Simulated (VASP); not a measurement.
# HfB (I4mm) in VASP: further runs

HfB is run at these levels: PBE; tasks: single point.

All numbers are computed with VASP 6.6.1; they aren't measurements. Logs are shortened: lines on timing, memory, paths and dates and some standing lists are left out, and cuts for length are marked.

### Step 1. The cell of the first run

It takes space group I4mm (No. 107, tetragonal). Conventional cell: a = 3.418 Å, b = 3.418 Å, c = 4.495 Å, α = 90.00°, β = 90.00°, γ = 90.00°. Hf (site symmetry 4mm) has 6 B at 2.13 to 2.42 Å within 2.8 Å. Within 2.8 Å of B (site symmetry 4mm) lie 6 Hf at 2.13 to 2.42 Å.

### Step 2. Single point, PBE (atoms displaced along a vibrational mode, the cell strained)

File INCAR:

```
SYSTEM = HfB
PREC = Accurate ; ENCUT = 520
EDIFF = 1E-6 ; ISMEAR = 0
SIGMA = 0.15 ; LREAL = .False.
LASPH = .True. ; NELM = 100
ALGO = Normal ; ISIF = 2
LWAVE = .False. ; LCHARG = .True.
GGA = PE ; LELF = .True.
LVHAR = .True. ; NBANDS = 14
```

File KPOINTS:

```
regular mesh
0
Gamma
  16 16 16
  0 0 0
```

File POSCAR:

```
HfB
1.0
    0.0000000000      2.4168788130      2.4168788130
    2.2476972961      0.0000000000      2.4168788130
    2.2476972961      2.4168788130      0.0000000000
Hf B
1 1
Direct
    0.4985215256      0.5014784744      0.5014784744
    0.0244116501     -0.0244116501     -0.0244116501
```

Potentials or basis: VASP PAW PBE potentials, release 64 (Hf_pv, B).

Started as:

```sh
$ cat potpaw_PBE.64/Hf_pv/POTCAR potpaw_PBE.64/B/POTCAR > POTCAR
$ mpirun -np 1 vasp_std > vasp.out
```

OUTCAR:

```text
SYSTEM = HfB
   PREC = Accurate
   ENCUT = 520
   EDIFF = 1E-6
   ISMEAR = 0
   LREAL = .False.
   LASPH = .True.
   NELM = 100
   ISIF = 2
   GGA = PE

 ion  position               nearest neighbor table
   1  0.499  0.501  0.501-   2 2.13   2 2.36   2 2.42   2 2.42   2 2.42   2 2.42
   2  0.024  0.976  0.976-   1 2.13   1 2.36   1 2.42   1 2.42   1 2.42   1 2.42

  LATTYP: Found a body centered tetragonal cell.
 ALAT       =     3.4179827960
 C/A-ratio  =     1.3152186130

  Lattice vectors:

 A1 = (  -2.2476972961,   0.0000000000,  -2.4168788130)
 A2 = (  -2.2476972961,   0.0000000000,   2.4168788130)
 A3 = (   2.2476972961,   2.4168788130,   0.0000000000)

Analysis of symmetry for initial positions (statically):
=====================================================================
 Subroutine PRICEL returns:
 Original cell was already a primitive cell.

 Routine SETGRP: Setting up the symmetry group for a
 body centered tetragonal supercell.

 Subroutine GETGRP returns: Found  8 space group operations
 (whereof  8 operations were pure point group operations)
 out of a pool of 16 trial point group operations.

The static configuration has the point symmetry C_4v.

Analysis of symmetry for dynamics (positions and initial velocities):
=====================================================================
 Subroutine PRICEL returns:
 Original cell was already a primitive cell.

 Routine SETGRP: Setting up the symmetry group for a
 body centered tetragonal supercell.

 Subroutine GETGRP returns: Found  8 space group operations
 (whereof  8 operations were pure point group operations)
 out of a pool of 16 trial point group operations.

The dynamic configuration has the point symmetry C_4v.

 Subroutine INISYM returns: Found  8 space group operations
 (whereof  8 operations are pure point group operations),
 and found     1 'primitive' translations

----------------------------------------------------------------------------------------

                                     Primitive cell

  volume of cell :      26.2590

  direct lattice vectors                    reciprocal lattice vectors
     0.000000000  2.416878813  2.416878813    -0.222449883  0.206878391  0.206878391
     2.247697296  0.000000000  2.416878813     0.222449883 -0.206878391  0.206878391
     2.247697296  2.416878813  0.000000000     0.222449883  0.206878391 -0.206878391

  length of vectors
     3.417982796  3.300522130  3.300522130     0.367534063  0.367534063  0.367534063

  position of ions in fractional coordinates (direct lattice)
     0.498521526  0.501478474  0.501478474
     0.024411650  0.975588350  0.975588350

  ion indices of the primitive-cell ions
   primitive index   ion index
                 1           1
                 2           2

----------------------------------------------------------------------------------------

 KPOINTS: regular mesh

Automatic generation of k-mesh.
 Grid dimensions read from file:
 generate k-points for:   16   16   16

 Generating k-lattice:

  Cartesian coordinates                     Fractional coordinates (reciprocal lattice)
    -0.013903118  0.012929899  0.012929899     0.062500000  0.000000000  0.000000000
     0.013903118 -0.012929899  0.012929899     0.000000000  0.062500000  0.000000000
     0.013903118  0.012929899 -0.012929899     0.000000000  0.000000000  0.062500000

  Length of vectors
     0.022970879  0.022970879  0.022970879

  Shift w.r.t. Gamma in fractional coordinates (k-lattice)
     0.000000000  0.000000000  0.000000000

 Subroutine IBZKPT returns following result:
 ===========================================

 Found    349 irreducible k-points:

 Following reciprocal coordinates:
            Coordinates               Weight
  0.000000  0.000000  0.000000      1.000000
  0.062500  0.000000  0.000000      8.000000
  0.125000  0.000000  0.000000      8.000000
  0.187500  0.000000  0.000000      8.000000
  0.250000  0.000000  0.000000      8.000000
  0.312500  0.000000  0.000000      8.000000
[... 16 lines left out ...]
 -0.125000  0.062500 -0.000000     16.000000
 -0.062500  0.062500  0.000000      8.000000
 [... further k-points ...]
   k-points           NKPTS =    349   k-points in BZ     NKDIM =    349   number of bands    NBANDS=     14
   number of dos      NEDOS =    301   number of ions     NIONS =      2
   total plane-waves  NPLWV =  21952
   dimension x,y,z NGX =    28 NGY =   28 NGZ =   28
   dimension x,y,z NGXF=    56 NGYF=   56 NGZF=   56
   ions per type =               1   1
   NGX,Y,Z   is equivalent  to a cutoff of  13.62, 14.10, 14.10 a.u.
   NGXF,Y,Z  is equivalent  to a cutoff of  27.24, 28.21, 28.21 a.u.
 SYSTEM =  HfB
   PREC   = accura    normal or accurate (medium, high low for compatibility)
   ISTART =      0    job   : 0-new  1-cont  2-samecut
   ICHARG =      2    charge: 1-file 2-atom 10-const
   ISPIN  =      1    spin polarized calculation?
   LNONCOLLINEAR =      F non collinear calculations
   LSORBIT =      F    spin-orbit coupling
   LASPH  =      T    aspherical Exc in radial PAW
   ENCUT  =  520.0 eV  38.22 Ry    6.18 a.u.   6.36  6.14  6.14*2*pi/ulx,y,z
   NELM   =    100;   NELMIN=  2; NELMDL= -5     # of ELM steps
   EDIFF  = 0.1E-05   stopping-criterion for ELM
   LREAL  =      F    real-space projection
   EDIFFG = 0.1E-04   stopping-criterion for IOM
   NSW    =      0    number of steps for IOM
   IBRION =     -1    ionic relax: 0-MD 1-quasi-New 2-CG
   NFREE  =      0    steps in history (QN), initial steepest desc. (CG)
   ISIF   =      2    stress and relaxation
   ISYM   =      2    0-nonsym 1-usesym 2-fastsym
   POTIM  = 0.5000    time-step for ionic-motion
   TEBEG  =    0.0;   TEEND  =   0.0 temperature during run
   PSTRESS=    0.0 pullay stress
   NELECT =      13.0000    total number of electrons
   NUPDOWN=      -1.0000    fix difference up-down
   EMIN   =  10.00;   EMAX   =-10.00  energy-range for DOS
   EFERMI =   0.00;   METHOD = LEGACY
   ISMEAR =     0;   SIGMA  =   0.15  broadening in eV -4-tet -1-fermi 0-gaus
   EFERMI_NEDOS =   21; number of points for ismear=-14 and -15
   IALGO  =     38    algorithm
   IMIX   =      4    mixing-type and parameters
     AMIX     =   0.40;   BMIX     =  1.00
     AMIX_MAG =   1.60;   BMIX_MAG =  1.00
  volume/ion in A,a.u.               =      13.13        88.60
  Fermi-wavevector in a.u.,A,eV,Ry     =   1.295080  2.447347 22.820147  1.677233
  Thomas-Fermi vector in A             =   2.426623
   LORBIT       =      0    0 simple, 1 ext, 2 COOP (PROOUT), +10 PAW based schemes
   GGA     = PE    functional components
   LHFCALC =     F    Hartree Fock is set to
   AEXX    =    0.0000 exact exchange contribution
   IVDW    =     0    specifies the selected vdW correction
   LEPSILON=     F    determine dielectric tensor
   LRPA    =     F    only Hartree local field effects (RPA)
 non-spin polarized calculation
 Gauss-broadening in eV      SIGMA  =   0.15
  energy-cutoff  :      520.00
  volume of cell :       26.26
 maximum number of plane-waves:       736
 NGX is ok and might be reduce to    28
   NGX = 13   NGY = 13   NGZ = 13

 number of electron      13.0000001 magnetization

 Free energy of the ion-electron system (eV)
  ---------------------------------------------------
  ext. energy  EPLUGINS =         0.00000000
  ---------------------------------------------------
  free energy    TOTEN  =       -17.14596262 eV

  energy without entropy =      -17.13455942  energy(sigma->0) =      -17.14026102

 E-fermi :   4.7441     XC(G=0): -11.9900

 val. band max:        4.7354458421   @ k =   0.2500   0.1250   0.0000
 cond. band min:       4.7445846784   @ k =  -0.2500   0.3750   0.3125
 fundamental gap:      0.0091388363
 Fermi energy:         4.7440532054

 k-point     1 :       0.0000    0.0000    0.0000
  band No.  band energies     occupation
      1     -23.9386      2.00000
      2     -23.9067      2.00000
      3     -23.9067      2.00000
      4      -4.6256      2.00000
      5       6.3647      0.00000
      6       6.3647      0.00000
      7       7.4333      0.00000
      8       8.0285      0.00000
      9       8.2820      0.00000
     10       8.6355      0.00000
     11       8.6355      0.00000
     12       9.8027      0.00000
     13      16.1848      0.00000
     14      17.1011      0.00000

 k-point     2 :       0.0625    0.0000    0.0000
  band No.  band energies     occupation
      1     -23.9526      2.00000
      2     -23.9174      2.00000
      3     -23.9104      2.00000
      4      -4.5202      2.00000
      5       6.0979      0.00000
      6       6.2627      0.00000
      7       7.2356      0.00000
      8       7.6597      0.00000
      9       7.6982      0.00000
     10       8.7848      0.00000
     11       9.5767      0.00000
     12      10.4601      0.00000
     13      16.4568      0.00000
     14      17.2444      0.00000

 k-point     3 :       0.1250    0.0000    0.0000
  band No.  band energies     occupation
      1     -24.0124      2.00000
      2     -23.9271      2.00000
      3     -23.9211      2.00000
      4      -4.2115      2.00000
      5       5.4021      0.00000
      6       5.7910      0.00000
      7       6.5021      0.00000
      8       7.5276      0.00000
      9       7.7065      0.00000
     10       9.0826      0.00000
     11      10.8226      0.00000
     12      11.6687      0.00000
     13      17.2082      0.00000
     14      17.6186      0.00000
[... 324 lines left out ...]
 k-point    23 :      -0.1250    0.0625   -0.0000
  band No.  band energies     occupation
      1     -24.0590      2.00000
      2     -23.9396      2.00000
      3     -23.9238      2.00000
      4      -3.9583      2.00000
      5       5.0487      0.00407
      6       5.3776      0.00000
      7       5.9227      0.00000
      8       7.4955      0.00000
      9       8.1456      0.00000
     10       9.5260      0.00000
     11      10.7769      0.00000
     12      12.7053      0.00000
     13      17.7627      0.00000
     14      18.0076      0.00000

 k-point    24 :      -0.0625    0.0625    0.0000
  band No.  band energies     occupation
      1     -23.9869      2.00000
      2     -23.9221      2.00000
      3     -23.9191      2.00000
      4      -4.3365      2.00000
      5       5.7978      0.00000
      6       5.8768      0.00000
      7       6.7547      0.00000
      8       7.3049      0.00000
      9       7.9118      0.00000
     10       9.2532      0.00000
     11       9.7994      0.00000
     12      11.4190      0.00000
     13      16.9150      0.00000
     14      17.5405      0.00000

 [... further k-points ...]

------------------------ aborting loop because EDIFF is reached ----------------------------------------

  FORCE on cell =-STRESS in cart. coord.  units (eV):
  Direction    XX          YY          ZZ          XY          YZ          ZX
  --------------------------------------------------------------------------------------
  -------------------------------------------------------------------------------------
  Total        6.9223484      0.8506597      0.8506597      0.0000000      0.0000000      0.0000000
  in kB      422.3635872     51.9025708     51.9025708      0.0000000      0.0000000      0.0000000
  external PRESSURE =     175.3895762 kB  Pullay stress =       0.0000000 kB

 VOLUME and BASIS-vectors are now :
 -----------------------------------------------------------------------------
  energy-cutoff  :      520.00
  volume of cell :       26.26
      direct lattice vectors                 reciprocal lattice vectors
     0.000000000  2.416878813  2.416878813    -0.222449883  0.206878391  0.206878391
     2.247697296  0.000000000  2.416878813     0.222449883 -0.206878391  0.206878391
     2.247697296  2.416878813  0.000000000     0.222449883  0.206878391 -0.206878391

 POSITION                                       TOTAL-FORCE (eV/Angst)
 -----------------------------------------------------------------------------------
      2.25434      2.41688      2.41688        -1.890464      0.000000      0.000000
      4.38565      2.41688      2.41688         1.890464      0.000000      0.000000
 -----------------------------------------------------------------------------------
    total drift:                               -0.000383      0.000000      0.000000

  FREE ENERGIE OF THE ION-ELECTRON SYSTEM (eV)
  ---------------------------------------------------
  free  energy   TOTEN  =       -17.1459626162 eV

  energy  without entropy=      -17.1345594213  energy(sigma->0) =      -17.14026102
```

Wall time 61 s (1 thread of Intel Xeon 6975P-C (Granite Rapids), shared host); peak memory 0.27 GiB.

Results:

* Free energy: -17.1460 eV
* Pressure: 17.5 GPa
* Largest force: 1.890 eV/Å
* Band gap on the k mesh: zero (an odd number of electrons rules out a gap without spin polarisation)

Forces on the atoms (eV/Å):
```
Hf  -1.890  0.000  0.000
B    1.890  0.000  0.000
```

Stress tensor (GPa, compression positive):
```
42.24  0.00  0.00
 0.00  5.19  0.00
 0.00  0.00  5.19
```

Levels at points of the mesh, in eV from the Fermi level:
| k point | band 3 | band 4 | band 5 | band 6 | band 7 | band 8 | band 9 | band 10 | band 11 | band 12 |
| --- | --- | --- | --- | --- | --- | --- | --- | --- | --- | --- |
| (0.00, 0.00, 0.00) | -28.65 | -9.37 | 1.62 | 1.62 | 2.69 | 3.28 | 3.54 | 3.89 | 3.89 | 5.06 |
| (0.50, 0.00, 0.00) | -28.70 | -4.87 | -4.22 | -1.43 | -1.21 | 5.77 | 6.45 | 7.16 | 7.98 | 12.13 |
| (0.50, 0.50, 0.00) | -28.79 | -6.64 | -1.36 | -1.05 | 2.39 | 2.49 | 5.68 | 6.95 | 7.64 | 8.61 |
| (0.00, 0.50, 0.50) | -28.91 | -6.45 | -1.04 | -0.43 | 1.78 | 1.78 | 5.95 | 7.27 | 7.27 | 8.63 |

Caveat: the cell differs from its parent crystal (atoms displaced along a vibrational mode, the cell strained); the stress differs along the axes, from 5 to 42 GPa; spin-orbit coupling is left out, which moves the levels of the heavy elements; an odd number of electrons without spin polarisation forces a metal; a magnetic or distorted state may lie lower.

### Step 3. Single point, PBE (atoms displaced along a vibrational mode, the cell strained)

File INCAR:

```
SYSTEM = HfB
PREC = Accurate
ENCUT = 520
EDIFF = 1E-6
ISMEAR = 0
SIGMA = 0.15
LREAL = .FALSE.
LASPH = .TRUE.
NELM = 100
ALGO = Normal
ISIF = 2
LWAVE = .FALSE.
LCHARG = .FALSE.
GGA = PE
NBANDS = 14
```

File KPOINTS:

```
regular mesh
0
G
  16 16 16
  0 0 0
```

File POSCAR:

```
HfB
1.0
    0.0000000000      2.4168788130      2.4168788130
    2.2476972961      0.0000000000      2.4168788130
    2.2476972961      2.4168788130      0.0000000000
Hf B
1 1
Direct
    0.4992607628      0.5007392372      0.5007392372
    0.0122058251     -0.0122058251     -0.0122058251
```

Potentials or basis: VASP PAW PBE potentials, release 64 (Hf_pv, B).

Started as:

```sh
$ cat potpaw_PBE.64/Hf_pv/POTCAR potpaw_PBE.64/B/POTCAR > POTCAR
$ mpirun -np 1 vasp_std > vasp.out
```

Wall time 58 s (1 thread of Intel Xeon 6975P-C (Granite Rapids), shared host); peak memory 0.27 GiB.

Results (log left out):

```yaml
Free_energy: -17.2272 eV
Pressure: 16.6 GPa
Largest_force: 0.916 eV/Å
Band_gap_on_the_k_mesh: zero (an odd number of electrons rules out a gap without spin polarisation)
```

Forces on the atoms (eV/Å):
```
Hf  -0.916  0.000  0.000
B    0.916  0.000  0.000
```

Stress tensor (GPa, compression positive):
```
39.19  0.00  0.00
 0.00  5.32  0.00
 0.00  0.00  5.32
```

Levels at points of the mesh, in eV from the Fermi level:
| k point | band 4 | band 5 | band 6 | band 7 | band 8 | band 9 | band 10 | band 11 |
| --- | --- | --- | --- | --- | --- | --- | --- | --- |
| (0.00, 0.00, 0.00) | -9.37 | 1.81 | 1.81 | 2.69 | 3.54 | 3.69 | 3.69 | 3.71 |
| (0.50, 0.00, 0.00) | -4.84 | -4.24 | -1.42 | -1.21 | 5.80 | 6.45 | 7.17 | 8.03 |
| (0.50, 0.50, 0.00) | -6.65 | -1.36 | -0.93 | 2.26 | 2.53 | 5.63 | 6.96 | 7.66 |
| (0.00, 0.50, 0.50) | -6.46 | -1.03 | -0.46 | 1.79 | 1.79 | 5.94 | 7.29 | 7.29 |

Caveat: the cell differs from its parent crystal (atoms displaced along a vibrational mode, the cell strained); the stress differs along the axes, from 5 to 39 GPa; spin-orbit coupling is left out, which moves the levels of the heavy elements; an odd number of electrons without spin polarisation forces a metal; a magnetic or distorted state may lie lower.
